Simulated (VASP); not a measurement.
# CoO (R-3m) in VASP: notebook, part 2 of 3

VASP 6.6.1. Earlier steps stand in the parts before.

### Step 4. Single point, LDA, collinear spin, ferromagnetic start (volume scaled by 0.98)

The input, INCAR:

```
SYSTEM = CoO
  PREC = Accurate
  ENCUT = 520
  EDIFF = 1E-7
  ISMEAR = -1
  SIGMA = 0.05
  LREAL = .False.
  LASPH = .True.
  NELM = 150
  ALGO = Normal
  ISIF = 2
  LWAVE = .False.
  LCHARG = .False.
  ISPIN = 2
  MAGMOM = 2 0
  LORBIT = 11
  LMAXMIX = 4
  GGA = CA
  NBANDS = 18
```

The input, KPOINTS:

```
Automatic mesh
0
Gamma
  11 11 11
  0 0 0
```

The input, POSCAR:

```
CoO
1.0
    1.4953654176      0.8633496264      2.4235510644
   -1.4953654176      0.8633496264      2.4235510644
    0.0000000000     -1.7266992528      2.4235510644
Co O
1 1
Direct
    0.0000000000      0.0000000000      0.0000000000
    0.5000000000      0.5000000000      0.5000000000
```

Potentials or basis: VASP PAW LDA potentials, release 64 (Co, O).

Launch:

```sh
$ cat potpaw_LDA.64/Co/POTCAR potpaw_LDA.64/O/POTCAR > POTCAR
$ mpirun -np 1 vasp_std > vasp.out
```

OUTCAR:

```text
SYSTEM = CoO
   PREC = Accurate
   ENCUT = 520
   EDIFF = 1E-7
   ISMEAR = -1
   LREAL = .False.
   LASPH = .True.
   NELM = 150
   ISIF = 2
   ISPIN = 2
   LORBIT = 11
   GGA = CA

 ion  position               nearest neighbor table
   1  0.000  0.000  0.000-   2 2.11   2 2.11   2 2.11   2 2.11   2 2.11   2 2.11
   2  0.500  0.500  0.500-   1 2.11   1 2.11   1 2.11   1 2.11   1 2.11   1 2.11

  LATTYP: Found a trigonal (rhomboedric) cell.
 ALAT       =     2.9757503375
 COS(alpha) =     0.4949531368

  Lattice vectors:

 A1 = (   1.4953654176,   0.8633496264,   2.4235510644)
 A2 = (  -1.4953654176,   0.8633496264,   2.4235510644)
 A3 = (   0.0000000000,  -1.7266992528,   2.4235510644)

Analysis of symmetry for initial positions (statically):
=====================================================================
 Subroutine PRICEL returns:
 Original cell was already a primitive cell.

 Routine SETGRP: Setting up the symmetry group for a
 trigonal (rhombohedral) supercell.

 Subroutine GETGRP returns: Found 12 space group operations
 (whereof 12 operations were pure point group operations)
 out of a pool of 12 trial point group operations.

The static configuration has the point symmetry D_3d.

Analysis of symmetry for dynamics (positions and initial velocities):
=====================================================================
 Subroutine PRICEL returns:
 Original cell was already a primitive cell.

 Routine SETGRP: Setting up the symmetry group for a
 trigonal (rhombohedral) supercell.

 Subroutine GETGRP returns: Found 12 space group operations
 (whereof 12 operations were pure point group operations)
 out of a pool of 12 trial point group operations.

The dynamic configuration has the point symmetry D_3d.

Analysis of structural, dynamic, and magnetic symmetry:
=====================================================================
 Subroutine PRICEL returns:
 Original cell was already a primitive cell.

 Routine SETGRP: Setting up the symmetry group for a
 trigonal (rhombohedral) supercell.

 Subroutine GETGRP returns: Found 12 space group operations
 (whereof 12 operations were pure point group operations)
 out of a pool of 12 trial point group operations.

The overall configuration has the point symmetry D_3d.

 Subroutine INISYM returns: Found 12 space group operations
 (whereof 12 operations are pure point group operations),
 and found     1 'primitive' translations

----------------------------------------------------------------------------------------

                                     Primitive cell

  volume of cell :      18.7732

  direct lattice vectors                    reciprocal lattice vectors
     1.495365418  0.863349626  2.423551064     0.334366433  0.193046550  0.137539224
    -1.495365418  0.863349626  2.423551064    -0.334366433  0.193046550  0.137539224
     0.000000000 -1.726699253  2.423551064     0.000000000 -0.386093100  0.137539224

  length of vectors
     2.975750338  2.975750338  2.975750338     0.409859634  0.409859634  0.409859634

  position of ions in fractional coordinates (direct lattice)
     0.000000000  0.000000000  0.000000000
     0.500000000  0.500000000  0.500000000

  ion indices of the primitive-cell ions
   primitive index   ion index
                 1           1
                 2           2
[... 59 lines left out ...]
   ions per type =               1   1
   NGX,Y,Z   is equivalent  to a cutoff of  13.41, 13.41, 13.41 a.u.
   NGXF,Y,Z  is equivalent  to a cutoff of  26.82, 26.82, 26.82 a.u.
 SYSTEM =  CoO
   PREC   = accura    normal or accurate (medium, high low for compatibility)
   ISTART =      0    job   : 0-new  1-cont  2-samecut
   ICHARG =      2    charge: 1-file 2-atom 10-const
   ISPIN  =      2    spin polarized calculation?
   LNONCOLLINEAR =      F non collinear calculations
   LSORBIT =      F    spin-orbit coupling
   LASPH  =      T    aspherical Exc in radial PAW
   ENCUT  =  520.0 eV  38.22 Ry    6.18 a.u.   5.53  5.53  5.53*2*pi/ulx,y,z
   NELM   =    150;   NELMIN=  2; NELMDL= -5     # of ELM steps
   EDIFF  = 0.1E-06   stopping-criterion for ELM
   LREAL  =      F    real-space projection
   EDIFFG = 0.1E-05   stopping-criterion for IOM
   NSW    =      0    number of steps for IOM
   IBRION =     -1    ionic relax: 0-MD 1-quasi-New 2-CG
   NFREE  =      0    steps in history (QN), initial steepest desc. (CG)
   ISIF   =      2    stress and relaxation
   ISYM   =      2    0-nonsym 1-usesym 2-fastsym
   POTIM  = 0.5000    time-step for ionic-motion
   TEBEG  =    0.0;   TEEND  =   0.0 temperature during run
   PSTRESS=    0.0 pullay stress
   NELECT =      15.0000    total number of electrons
   NUPDOWN=      -1.0000    fix difference up-down
   EMIN   =  10.00;   EMAX   =-10.00  energy-range for DOS
   EFERMI =   0.00;   METHOD = LEGACY
   ISMEAR =    -1;   SIGMA  =   0.05  broadening in eV -4-tet -1-fermi 0-gaus
   EFERMI_NEDOS =   21; number of points for ismear=-14 and -15
   IALGO  =     38    algorithm
   IMIX   =      4    mixing-type and parameters
     AMIX     =   0.40;   BMIX     =  1.00
     AMIX_MAG =   1.60;   BMIX_MAG =  1.00
  volume/ion in A,a.u.               =       9.39        63.34
  Fermi-wavevector in a.u.,A,eV,Ry     =   1.519122  2.870725 31.398611  2.307733
  Thomas-Fermi vector in A             =   2.628151
   LORBIT       =     11    0 simple, 1 ext, 2 COOP (PROOUT), +10 PAW based schemes
   GGA     = CA    functional components
   LHFCALC =     F    Hartree Fock is set to
   AEXX    =    0.0000 exact exchange contribution
   IVDW    =     0    specifies the selected vdW correction
   LEPSILON=     F    determine dielectric tensor
   LRPA    =     F    only Hartree local field effects (RPA)
 spin polarized calculation
  energy-cutoff  :      520.00
  volume of cell :       18.77
 maximum number of plane-waves:       531
 NGX is ok and might be reduce to    24
   NGX = 11   NGY = 11   NGZ = 11

 number of electron      15.0000001 magnetization       2.5269426

 Free energy of the ion-electron system (eV)
  ---------------------------------------------------
  ext. energy  EPLUGINS =         0.00000000
  ---------------------------------------------------
  free energy    TOTEN  =       -14.72553786 eV

  energy without entropy =      -14.68834279  energy(sigma->0) =      -14.70694032

 E-fermi :   8.0544     XC(G=0): -13.0537

 val. band max:        8.0507487929   @ k =  -0.2727  -0.3636   0.0909
 cond. band min:       8.0551674416   @ k =   0.3636   0.2727   0.2727
 fundamental gap:      0.0044186487
 Fermi energy:         8.0544362402

 spin component 1

 k-point     1 :       0.0000    0.0000    0.0000
  band No.  band energies     occupation
      1     -12.3077      1.00000
      2       4.5899      1.00000
      3       4.5899      1.00000
      4       4.6395      1.00000
      5       5.1498      1.00000
      6       5.1498      1.00000
[... 493 lines left out ...]
     17      36.0131      0.00000
     18      37.8129      0.00000

 [... further k-points ...]

 spin component 2

 k-point     1 :       0.0000    0.0000    0.0000
  band No.  band energies     occupation
      1     -11.8922      1.00000
      2       5.0524      1.00000
      3       5.0524      1.00000
      4       5.1069      1.00000
      5       6.8701      1.00000
      6       6.8701      1.00000
[... 493 lines left out ...]
     17      36.5270      0.00000
     18      38.3477      0.00000

 [... further k-points ...]
[... 5 lines left out ...]
  --------------------------------------------------------------------------------------
  -------------------------------------------------------------------------------------
  Total       -2.1004471     -2.1004471     -2.1311781      0.0000000      0.0000000      0.0000000
  in kB     -179.2606107   -179.2606107   -181.8833147      0.0000000      0.0000000      0.0000000
  external PRESSURE =    -180.1348454 kB  Pullay stress =       0.0000000 kB

 VOLUME and BASIS-vectors are now :
 -----------------------------------------------------------------------------
  energy-cutoff  :      520.00
  volume of cell :       18.77
      direct lattice vectors                 reciprocal lattice vectors
     1.495365418  0.863349626  2.423551064     0.334366433  0.193046550  0.137539224
    -1.495365418  0.863349626  2.423551064    -0.334366433  0.193046550  0.137539224
     0.000000000 -1.726699253  2.423551064     0.000000000 -0.386093100  0.137539224

 POSITION                                       TOTAL-FORCE (eV/Angst)
 -----------------------------------------------------------------------------------
      0.00000      0.00000      0.00000        -0.000000     -0.000000      0.000000
      0.00000      0.00000      3.63533         0.000000      0.000000      0.000000
 -----------------------------------------------------------------------------------
    total drift:                               -0.000000      0.000000     -0.000000

  FREE ENERGIE OF THE ION-ELECTRON SYSTEM (eV)
  ---------------------------------------------------
  free  energy   TOTEN  =       -14.7255378579 eV

  energy  without entropy=      -14.6883427916  energy(sigma->0) =      -14.70694032

 total charge

# of ion       s       p       d       tot
------------------------------------------
    1        0.303   0.375   7.223   7.901
    2        1.547   3.386   0.000   4.933
--------------------------------------------------
tot          1.850   3.760   7.223  12.834

 magnetization (x)

# of ion       s       p       d       tot
------------------------------------------
    1        0.019   0.017   2.196   2.232
    2        0.028   0.215   0.000   0.243
--------------------------------------------------
tot          0.047   0.232   2.196   2.475
```

OSZICAR:

```text
N       E                     dE             d eps       ncg     rms          rms(c)
DAV:   1     0.722268800805E+02    0.72227E+02   -0.65834E+03 11128   0.968E+02
DAV:   2    -0.125607763544E+02   -0.84788E+02   -0.73509E+02 10926   0.219E+02
DAV:   3    -0.170645294714E+02   -0.45038E+01   -0.43639E+01 12392   0.537E+01
[... 10 lines left out ...]
DAV:  14    -0.147255308366E+02   -0.15845E-04   -0.70251E-06 14862   0.482E-02    0.583E-02
DAV:  15    -0.147255374367E+02   -0.66001E-05   -0.12634E-05 14694   0.589E-02    0.253E-02
DAV:  16    -0.147255374088E+02    0.27854E-07   -0.94019E-06 14536   0.495E-02    0.617E-03
DAV:  17    -0.147255376407E+02   -0.23184E-06   -0.21078E-06 13902   0.161E-02    0.103E-02
DAV:  18    -0.147255378009E+02   -0.16019E-06   -0.22832E-07  8446   0.909E-03    0.622E-03
DAV:  19    -0.147255378579E+02   -0.57059E-07   -0.40578E-07 11670   0.933E-03
   1 F= -.14725538E+02 E0= -.14706940E+02  d E =-.371951E-01  mag=     2.5272
```

stdout:

```text
POSCAR found type information on POSCAR CoO
 POSCAR found :  2 types and       2 ions
 scaLAPACK will be used
 LDA part: xc-table for (Slater(with rela. corr.)+CA(PZ))
 , standard interpolation
 POSCAR, INCAR and KPOINTS ok, starting setup
 FFT: planning ... GRIDC
 FFT: planning ... GRID_SOFT
 FFT: planning ... GRID
 WAVECAR not read
 entering main loop
```

It took 1.7 min on 1 thread of Intel Xeon Platinum 8259CL at 2.50GHz (Skylake/Cascade Lake), shared host; peak memory 0.19 GiB.

What came out:

* Free energy: -14.7255 eV
* Pressure: -18.0 GPa
* Net moment: 2.53 μB per cell
* Site moments: Co +2.23; O +0.24 μB
* Valence electrons inside the program's atomic spheres: Co 7.90; O 4.93

Stress tensor (GPa, compression positive):
```
-17.93   0.00   0.00
  0.00 -17.93   0.00
  0.00   0.00 -18.19
```

Caveat: a cell with one magnetic atom can't hold antiferromagnetic order, which such compounds often take; semilocal functionals often make such compounds metallic where correlation or magnetic order opens a gap, which also shifts bond lengths.

(Continued in part 3 of 3.)
